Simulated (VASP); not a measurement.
# Hg (R-3m) in VASP: a series of runs, part 2 of 2

VASP 6.6.1. The steps go on from the part before.

### 4 Electric field gradients, PBE (shortest bond scaled by 0.7)

INCAR reads:

```
ALGO = Normal
EDIFF = 1E-8
ENCUT = 410
GGA = PE
GGA_COMPAT = F
ISIF = 2
ISMEAR = -1
LASPH = T
LCHARG = F
LEFG = T
LREAL = F
LWAVE = F
NBANDS = 27
NELM = 120
PREC = Accurate
SIGMA = 0.05
```

KPOINTS reads:

```
k-points
0
Gamma
  8 8 8
```

POSCAR reads:

```
Hg
1.0
    0.0000000000      3.3303445432      3.3303445432
    3.3303445432      0.0000000000      3.3303445432
    3.3303445432      3.3303445432      0.0000000000
Hg
2
Direct
   -0.2375000000     -0.0875000000     -0.0875000000
    0.2375000000      0.0875000000      0.0875000000
```

Potentials or basis: VASP PAW PBE potentials, release 64 (Hg_sv_GW).

On the command line:

```console
$ cat potpaw_PBE.64/Hg_sv_GW/POTCAR > POTCAR
$ mpirun -np 1 vasp_std > vasp.out
```

OUTCAR:

```text
EDIFF = 1E-8
   ENCUT = 410
   GGA = PE
   ISIF = 2
   ISMEAR = -1
   LASPH = T
   LREAL = F
   NELM = 120
   PREC = Accurate

 ion  position               nearest neighbor table
   1  0.763  0.913  0.913-   2 2.02   2 3.28   2 3.28   2 3.28
   2  0.237  0.087  0.087-   1 2.02   1 3.28   1 3.28   1 3.28

  LATTYP: Found a face centered cubic cell.
 ALAT       =     6.6606890864

  Lattice vectors:

 A1 = (   0.0000000000,   3.3303445432,   3.3303445432)
 A2 = (   3.3303445432,   0.0000000000,   3.3303445432)
 A3 = (   3.3303445432,   3.3303445432,   0.0000000000)

[... 932 lines left out ...]
  free  energy   TOTEN  =         5.1024620491 eV

  energy  without entropy=        5.1129773563  energy(sigma->0) =        5.10771970

 Electric field gradients (V/A^2)
---------------------------------------------------------------------
 ion       V_xx      V_yy      V_zz      V_xy      V_xz      V_yz
---------------------------------------------------------------------
   1       0.001    -0.001    -0.001   233.174   233.174  -233.177
   2       0.001    -0.001    -0.001   233.174   233.174  -233.177
---------------------------------------------------------------------

 Electric field gradients after diagonalization (V/A^2)
 (convention: |V_zz| > |V_xx| > |V_yy|)
----------------------------------------------------------------------
 ion       V_xx      V_yy      V_zz     asymmetry (V_yy - V_xx)/ V_zz
----------------------------------------------------------------------
   1     233.176   233.174  -466.350       0.000
   2     233.176   233.174  -466.350       0.000
----------------------------------------------------------------------

           NMR quadrupolar parameters

 Cq : quadrupolar parameter    Cq=e*Q*V_zz/h
 eta: asymmetry parameters     (V_yy - V_xx)/ V_zz
 Q  : nuclear electric quadrupole moment in mb (millibarn)
----------------------------------------------------------------------
 ion       Cq(MHz)       eta       Q (mb)
----------------------------------------------------------------------
   1      -1.128       0.000       1.000
   2      -1.128       0.000       1.000
----------------------------------------------------------------------
```

OSZICAR:

```text
N       E                     dE             d eps       ncg     rms          rms(c)
DAV:   1     0.690209245003E+03    0.69021E+03   -0.24738E+04  4110   0.146E+03
DAV:   2     0.713662715986E+02   -0.61884E+03   -0.58386E+03  3546   0.810E+02
DAV:   3     0.862479773841E+01   -0.62741E+02   -0.61877E+02  4589   0.210E+02
DAV:   4     0.505387498086E+01   -0.35709E+01   -0.35593E+01  4888   0.700E+01
DAV:   5     0.500511060739E+01   -0.48764E-01   -0.48729E-01  4535   0.747E+00    0.620E+01
DAV:   6     0.509493616244E+01    0.89826E-01   -0.22731E-01  5685   0.687E+00    0.371E+01
DAV:   7     0.510191769838E+01    0.69815E-02   -0.91012E-02  5498   0.398E+00    0.885E-01
DAV:   8     0.510273449852E+01    0.81680E-03   -0.18112E-02  5452   0.204E+00    0.244E-01
DAV:   9     0.510253488772E+01   -0.19961E-03   -0.70353E-04  4564   0.283E-01    0.105E-01
DAV:  10     0.510247867249E+01   -0.56215E-04   -0.12479E-04  4748   0.151E-01    0.227E-02
DAV:  11     0.510246350541E+01   -0.15167E-04   -0.20263E-05  4813   0.631E-02    0.108E-02
DAV:  12     0.510246220052E+01   -0.13049E-05   -0.31896E-06  5094   0.274E-02    0.474E-03
DAV:  13     0.510246216691E+01   -0.33604E-07   -0.87685E-07  4169   0.868E-03    0.938E-04
DAV:  14     0.510246212940E+01   -0.37511E-07   -0.45210E-08  3727   0.281E-03    0.991E-04
DAV:  15     0.510246204321E+01   -0.86187E-07   -0.21255E-08  3082   0.203E-03    0.306E-04
DAV:  16     0.510246205613E+01    0.12915E-07   -0.29069E-09  2845   0.876E-04    0.147E-04
DAV:  17     0.510246204910E+01   -0.70268E-08   -0.10649E-09  2244   0.465E-04
   1 F= 0.51024620E+01 E0= 0.51077197E+01  d E =-.105153E-01
```

stdout:

```text
POSCAR found type information on POSCAR Hg
 POSCAR found :  1 types and       2 ions
 scaLAPACK will be used
 LDA part: xc-table for (Slater+PW92), standard interpolation
 POSCAR, INCAR and KPOINTS ok, starting setup
 FFT: planning ... GRIDC
 FFT: planning ... GRID_SOFT
 FFT: planning ... GRID
 WAVECAR not read
 entering main loop
ion   1

ion   2
```

Run time: 40 s. Hardware: 1 thread of Intel Xeon 6975P-C (Granite Rapids), shared host; peak memory 0.23 GiB.

What came out:

- Free energy: 5.1025 eV
- Pressure: 30.7 GPa
- Largest force: 23.976 eV/Å
- Band gap on the k mesh: zero (bands 20 and 21 overlap by 3.32 eV)
- Largest electric field gradient by atom: Hg -466.4 V/Å²

Forces in eV/Å, atoms in the order of the input:
```
Hg  -13.842  13.842  13.842
Hg   13.842 -13.842 -13.842
```

Levels at points of the mesh, in eV from the Fermi level:
```
           k point  band 17  band 18  band 19  band 20  band 21  band 22  band 23  band 24
(0.00, 0.00, 0.00)    -6.04    -6.04    -5.76     3.08     3.35     4.78     4.78     6.37
(0.50, 0.00, 0.00)    -5.51    -5.51    -5.11    -3.41     2.61     2.61     4.49     7.33
(0.00, 0.50, 0.00)    -6.20    -5.54    -5.16    -2.29     2.77     3.03     4.80     5.00
(0.50, 0.50, 0.00)    -5.48    -5.47    -4.79    -2.67     1.06     1.92     2.96     4.52
```

Electric field gradients, principal values (V/Å²):
| atom | least | middle | greatest (by size) |
| --- | --- | --- | --- |
| 1 Hg | 233.174 | 233.176 | -466.350 |
| 2 Hg | 233.174 | 233.176 | -466.350 |

Caveat: the cell differs from its parent crystal (shortest bond scaled by 0.7); the cell stands under pressure; without QUAD_EFG the Cq values of the log hold for a quadrupole moment of 1 mb, not for the nuclei; spin-orbit coupling is left out, which moves the levels of the heavy elements; forces of over 1 eV/Å act on the atoms, so gaps and moduli don't describe the material at rest.

### 5 Electric field gradients, PBE

INCAR reads:

```
SYSTEM = Hg
PREC = Accurate
ENCUT = 410
EDIFF = 1E-8
ISMEAR = -1
SIGMA = 0.05
LREAL = .False.
LASPH = .True.
NELM = 120
ALGO = Normal
ISIF = 2
LWAVE = .False.
LCHARG = .False.
GGA = PE
LEFG = .True.
NBANDS = 27
GGA_COMPAT = .False.
```

KPOINTS reads:

```
regular mesh
0
Gamma
  8 8 8
  0 0 0
```

POSCAR is that of step 4.

Potentials or basis: VASP PAW PBE potentials, release 64 (Hg_sv_GW).

On the command line:

```console
$ cat potpaw_PBE.64/Hg_sv_GW/POTCAR > POTCAR
$ mpirun -np 1 vasp_std > vasp.out
```

OUTCAR:

```text
SYSTEM = Hg
   PREC = Accurate
   ENCUT = 410
   EDIFF = 1E-8
   ISMEAR = -1
   LREAL = .False.
   LASPH = .True.
   NELM = 120
   ISIF = 2
   GGA = PE

 ion  position               nearest neighbor table
   1  0.763  0.913  0.913-   2 2.02   2 3.28   2 3.28   2 3.28
   2  0.237  0.087  0.087-   1 2.02   1 3.28   1 3.28   1 3.28

  LATTYP: Found a face centered cubic cell.
 ALAT       =     6.6606890864

  Lattice vectors:

 A1 = (   0.0000000000,   3.3303445432,   3.3303445432)
 A2 = (   3.3303445432,   0.0000000000,   3.3303445432)
 A3 = (   3.3303445432,   3.3303445432,   0.0000000000)

Analysis of symmetry for initial positions (statically):
=====================================================================
 Subroutine PRICEL returns:
 Original cell was already a primitive cell.

 Routine SETGRP: Setting up the symmetry group for a
 face centered cubic supercell.

 Subroutine GETGRP returns: Found 12 space group operations
[... 908 lines left out ...]
  volume of cell :       73.88
      direct lattice vectors                 reciprocal lattice vectors
     0.000000000  3.330344543  3.330344543    -0.150134616  0.150134616  0.150134616
     3.330344543  0.000000000  3.330344543     0.150134616 -0.150134616  0.150134616
     3.330344543  3.330344543  0.000000000     0.150134616  0.150134616 -0.150134616

 POSITION                                       TOTAL-FORCE (eV/Angst)
 -----------------------------------------------------------------------------------
      6.07788      5.57833      5.57833       -13.842362     13.842362     13.842362
      0.58281      1.08236      1.08236        13.842362    -13.842362    -13.842362
 -----------------------------------------------------------------------------------
    total drift:                               -0.000000      0.000000     -0.000000

  FREE ENERGIE OF THE ION-ELECTRON SYSTEM (eV)
  ---------------------------------------------------
  free  energy   TOTEN  =         5.1024620491 eV

  energy  without entropy=        5.1129773563  energy(sigma->0) =        5.10771970

 Electric field gradients (V/A^2)
---------------------------------------------------------------------
 ion       V_xx      V_yy      V_zz      V_xy      V_xz      V_yz
---------------------------------------------------------------------
   1       0.001    -0.001    -0.001   233.174   233.174  -233.177
   2       0.001    -0.001    -0.001   233.174   233.174  -233.177
---------------------------------------------------------------------

 Electric field gradients after diagonalization (V/A^2)
 (convention: |V_zz| > |V_xx| > |V_yy|)
----------------------------------------------------------------------
 ion       V_xx      V_yy      V_zz     asymmetry (V_yy - V_xx)/ V_zz
----------------------------------------------------------------------
   1     233.176   233.174  -466.350       0.000
   2     233.176   233.174  -466.350       0.000
----------------------------------------------------------------------

           NMR quadrupolar parameters

 Cq : quadrupolar parameter    Cq=e*Q*V_zz/h
 eta: asymmetry parameters     (V_yy - V_xx)/ V_zz
 Q  : nuclear electric quadrupole moment in mb (millibarn)
----------------------------------------------------------------------
 ion       Cq(MHz)       eta       Q (mb)
----------------------------------------------------------------------
   1      -1.128       0.000       1.000
   2      -1.128       0.000       1.000
----------------------------------------------------------------------
```

stdout:

```text
POSCAR found type information on POSCAR Hg
 POSCAR found :  1 types and       2 ions
 scaLAPACK will be used
 LDA part: xc-table for (Slater+PW92), standard interpolation
 POSCAR, INCAR and KPOINTS ok, starting setup
 FFT: planning ... GRIDC
 FFT: planning ... GRID_SOFT
 FFT: planning ... GRID
 WAVECAR not read
 entering main loop
ion   1

ion   2
```

Run time: 50 s. Hardware: 1 thread of Intel Xeon 6975P-C (Granite Rapids), shared host; peak memory 0.23 GiB.

Results:

```
Free energy                             : 5.1025 eV
Pressure                                : 30.7 GPa
Largest force                           : 23.976 eV/Å
Band gap on the k mesh                  : zero (bands 20 and 21 overlap by 3.32 eV)
Largest electric field gradient by atom : Hg -466.4 V/Å²
```

Forces on the atoms (eV/Å):
```
Hg  -13.842  13.842  13.842
Hg   13.842 -13.842 -13.842
```

Levels at points of the mesh, in eV from the Fermi level:
```csv
k point,band 18,band 19,band 20,band 21,band 22,band 23
"(0.00, 0.00, 0.00)",-6.04,-5.76,3.08,3.35,4.78,4.78
"(0.50, 0.00, 0.00)",-5.51,-5.11,-3.41,2.61,2.61,4.49
"(0.00, 0.50, 0.00)",-5.54,-5.16,-2.29,2.77,3.03,4.80
"(0.50, 0.50, 0.00)",-5.47,-4.79,-2.67,1.06,1.92,2.96
```

Electric field gradients, principal values (V/Å²):
```
atom    least   middle  greatest (by size)
1 Hg  233.174  233.176            -466.350
2 Hg  233.174  233.176            -466.350
```

Caveat: the cell stands under pressure; without QUAD_EFG the Cq values of the log hold for a quadrupole moment of 1 mb, not for the nuclei; spin-orbit coupling is left out, which moves the levels of the heavy elements; forces of over 1 eV/Å act on the atoms, so gaps and moduli don't describe the material at rest.

### 6 Summary

```csv
cell,gap on the mesh (eV),pressure (GPa),largest force (eV/Å)
"as given, atomic positions A",none,14.6,11.35
"as given, atomic positions B",none,6.3,5.19
"as given, atomic positions C",none,30.7,23.98
```

Alike in all rows: task electric field gradients; level PBE; potentials or basis VASP PAW PBE potentials, release 64 (Hg_sv_GW); no spin polarisation; k mesh 8 × 8 × 8; cutoff (eV) 410; smearing fermi-dirac 0.05 eV.

Caveats: the cell stands under pressure; spin-orbit coupling is left out, which moves the levels of the heavy elements; forces of over 1 eV/Å act on the atoms, so gaps and moduli don't describe the material at rest.

Absolute energies hang on the potentials; compare differences alone.
